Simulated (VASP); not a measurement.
Here is a VASP 6.6.1 calculation.

The input INCAR:

```
SYSTEM = TaBi
PREC = Accurate
ENCUT = 520
EDIFF = 1E-6
ISMEAR = -1
SIGMA = 0.1
LREAL = .False.
LASPH = .True.
NELM = 60
ALGO = Normal
ISIF = 2
LWAVE = .False.
LCHARG = .False.
GGA = PE
NBANDS = 20
```

File KPOINTS:

```
regular mesh
0
Gamma
  12 12 12
  0 0 0
```

Contents of POSCAR:

```
TaBi
1.0
    0.0000000000      2.9145556785      2.9145556785
    2.9145556785      0.0000000000      2.9145556785
    2.9145556785      2.9145556785      0.0000000000
Ta Bi
1 1
Direct
    0.0000000000      0.0000000000      0.0000000000
    0.5000000000      0.5000000000      0.5000000000
```

Potentials or basis: VASP PAW PBE potentials, release 64 (Ta_pv, Bi_d).

Command:

```sh
$ cat potpaw_PBE.64/Ta_pv/POTCAR potpaw_PBE.64/Bi_d/POTCAR > POTCAR
$ mpirun -np 1 vasp_std > vasp.out
```

**Question.** Estimate the pressure.

**Answer.** 0.0 GPa.

**Question.** What does it give for the band gap on the k mesh?

**Answer.** Zero (band 13 reaches 8.01 eV, above the bottom of band 14 at 6.98 eV).

Caveat: spin-orbit coupling is left out, which moves the levels of the heavy elements.
